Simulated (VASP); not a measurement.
Wanted: the native input for a VASP 6.6.1 run.

```
Task                   : single point
Functional             : PBE
Potentials or basis    : VASP PAW PBE potentials, release 64 (Cd, Hg, Te)
Cutoff                 : 520 eV
k mesh                 : 8 × 8 × 2
Occupations            : gaussian, width 0.01 eV
Spin                   : no spin polarisation
Dipole correction      : no
Further INCAR settings : ALGO = Normal; EDIFF = 1e-06; NBANDS = 66
```

The structure of Cd5HgTe6 lies in POSCAR:

```
Cd5HgTe6
1.0
    4.6844189000      0.0000000000      0.0000000000
    0.0000000000      4.6844189000      0.0000000000
    0.0000000000      0.0000000000     19.8689396000
Cd Hg Te
5 1 6
Direct
    0.0000000000      0.0000000000      0.8328630000
    0.0000000000      0.0000000000      0.1671370000
    0.5000000000      0.5000000000      0.3335910000
    0.0000000000      0.0000000000      0.5000000000
    0.5000000000      0.5000000000      0.6664090000
    0.5000000000      0.5000000000      0.0000000000
    0.5000000000      0.0000000000      0.0841850000
    0.0000000000      0.5000000000      0.2503760000
    0.5000000000      0.0000000000      0.4168040000
    0.0000000000      0.5000000000      0.5831960000
    0.5000000000      0.0000000000      0.7496240000
    0.0000000000      0.5000000000      0.9158150000
```

One way to write it, as run:

INCAR

```
ALGO = Normal
EDIFF = 1E-6
ENCUT = 520
GGA = PE
ISIF = 2
ISMEAR = 0
LASPH = True
LCHARG = False
LREAL = False
LWAVE = False
NBANDS = 66
NELM = 80
PREC = Accurate
SIGMA = 0.01
```

KPOINTS

```
k-points
0
Gamma
  8 8 2
```

Potentials or basis: VASP PAW PBE potentials, release 64 (Cd, Hg, Te).

Launch:

```bash
$ cat potpaw_PBE.64/Cd/POTCAR potpaw_PBE.64/Hg/POTCAR potpaw_PBE.64/Te/POTCAR > POTCAR
$ mpirun -np 1 vasp_std > vasp.out
```

Results of the run:

```json
{
 "Pressure": "0.1 GPa",
 "Largest force": "0.012 eV/Å",
 "Band gap on the k mesh": "0.30 eV"
}
```

Caveat: spin-orbit coupling is left out, which moves the levels of the heavy elements.

Wall time 20 min on 1 thread of Oxide Virtual Turin-like Processor (shared host), peak memory 0.88 GiB.
